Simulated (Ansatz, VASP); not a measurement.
**One calculation of KSnCl3, two programs**

POSCAR

```
KSnCl3
1.0
    5.5399858721      0.0000000000      0.0000000000
    0.0000000000      5.5399858721      0.0000000000
    0.0000000000      0.0000000000      5.5399858721
K Sn Cl
1 1 3
Direct
    0.0000000000      0.0000000000      0.0000000000
    0.5000000000      0.5000000000      0.5000000000
    0.5000000000      0.5000000000      0.0000000000
    0.5000000000      0.0000000000      0.5000000000
    0.0000000000      0.5000000000      0.5000000000
```

INCAR.step1

```
  PREC = Accurate
  ENCUT = 520
  ISMEAR = 0
  SIGMA = 0.01
  LREAL = False
  LASPH = True
  NELM = 60
  NBANDS = 30
  GGA = PE
  ALGO = Normal
  EDIFF = 1E-4
  LWAVE = True
  LCHARG = False
```

INCAR.step2

```
  PREC = Accurate
  ENCUT = 520
  EDIFF = 1E-6
  ISMEAR = 0
  SIGMA = 0.01
  LREAL = False
  LASPH = True
  NELM = 60
  ALGO = Normal
  ISIF = 2
  LWAVE = False
  LCHARG = False
  METAGGA = R2SCAN
  LMIXTAU = True
  NBANDS = 30
  ISTART = 1
```

The input KPOINTS:

```
Automatic mesh
0
Gamma
  6 6 6
```

Input for Ansatz:

```yaml
crystal:
  lattice:
    - [5.5399858721, 0.0, 0.0]
    - [0.0, 5.5399858721, 0.0]
    - [0.0, 0.0, 5.5399858721]
  atoms:
    - { symbol: K, position: [0.0, 0.0, 0.0] }
    - { symbol: Sn, position: [0.5, 0.5, 0.5] }
    - { symbol: Cl, position: [0.5, 0.5, 0.0] }
    - { symbol: Cl, position: [0.5, 0.0, 0.5] }
    - { symbol: Cl, position: [0.0, 0.5, 0.5] }
kpoints:
  mp_grid: { grid: [6, 6, 6] }
  band_path:
    path: [[0.0, 0.0, 0.0], [0.0, 0.5, 0.0], [0.5, 0.5, 0.0], [0.5, 0.5, 0.5]]
    npoints: 1
hamiltonian:
  xc: r2scan
scf:
  occupations: { method: fixed }
  n_extra_bands: 5
output:
  forces: true
  stress: true
  eigenvalues: true
```

Alike in both runs: task single point; functional r2SCAN; k mesh 6 × 6 × 6; no spin polarisation.

|  | VASP | Ansatz |
| --- | --- | --- |
| version | VASP 6.6.1 | Ansatz 0.2.0 |
| potentials or method | VASP PAW PBE potentials, release 64 (K_sv, Sn_d, Cl) | plane waves, PAW |
| plane-wave cutoff (eV) | 520 | 500 |
| occupations | gaussian, width 0.01 eV | fixed |
| valence electrons in the cell | 44 | 44 |

VASP gave:

```
gap on the k mesh at the Fermi level (eV) : 0.97
pressure (GPa)                            : -0.2
```

**Question.** Which values does Ansatz return?

**Answer.** gap on the k mesh at the Fermi level (eV): 0.96; pressure (GPa): -0.1.

VASP's potentials were made for PBE, not for r2SCAN.
